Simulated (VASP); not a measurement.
A run of VASP 6.6.1 is set up as follows.

INCAR

```
SYSTEM = Be3Zn2Cd2Hg3S10
  PREC = Accurate
  ENCUT = 520
  EDIFF = 1E-7
  ISMEAR = 0
  SIGMA = 0.02
  LREAL = Auto
  LASPH = .TRUE.
  NELM = 100
  ALGO = Normal
  ISIF = 2
  LWAVE = .FALSE.
  LCHARG = .TRUE.
  GGA = PE
  LELF = .TRUE.
  LVHAR = .TRUE.
  NBANDS = 91
```

The input KPOINTS:

```
Automatic mesh
0
G
  4 4 3
  0 0 0
```

POSCAR

```
Be3Zn2Cd2Hg3S10
1.0
    2.7454570000      2.7533500000      5.4692160000
   -2.7548440000     -2.7552790000      5.4749090000
    8.3627470000     -5.6237170000      2.7300720000
Be S Zn Cd Hg
3 10 2 2 3
Direct
    0.1793611965      0.0015977976      0.6053490210
    0.6082258541      0.9982246378      0.7752123584
    0.7877976876      0.0006455692      0.4233517978
    0.5604110304      0.8851421912      0.5994286388
    0.4833639384      0.3394859435      0.7778433684
    0.9665431599      0.8777171033      0.7718536111
    0.4198386942      0.8975461883      0.9621543646
    0.7910567220      0.9014041621      0.2332842784
    0.6860292895      0.3351645295      0.4211129449
    0.1301158371      0.9080830967      0.4305818385
    0.0597151728      0.3368170827      0.6172913756
    0.8988982629      0.3919999639      0.9880081724
    0.2936879097      0.3960466313      0.1946205847
    0.1084029206      0.4997610747      0.7872929500
    0.6958467550      0.5032266461      0.6030846145
    0.0059467797      0.9954244020      0.9899366144
    0.5145747436      0.5027225667      0.9722683833
    0.3992393386      0.9978228452      0.2053807488
    0.2843449320      0.5071089438      0.4208544942
    0.8842659926      0.5021789073      0.2161827910
```

Potentials or basis: VASP PAW PBE potentials, release 64 (Be, S, Zn, Cd, Hg).

Command:

```sh
$ cat potpaw_PBE.64/Be/POTCAR potpaw_PBE.64/S/POTCAR potpaw_PBE.64/Zn/POTCAR potpaw_PBE.64/Cd/POTCAR potpaw_PBE.64/Hg/POTCAR > POTCAR
$ mpirun -np 1 vasp_std > vasp.out
```

(1) Predict the pressure.

(2) What does it give for the band gap on the k mesh?

Answers

(1) 0.2 GPa.

(2) 1.09 eV (least direct gap 1.11 eV).

Caveat: spin-orbit coupling is left out, which moves the levels of the heavy elements; an odd mesh through Γ misses points on the zone boundary, where band edges can lie.
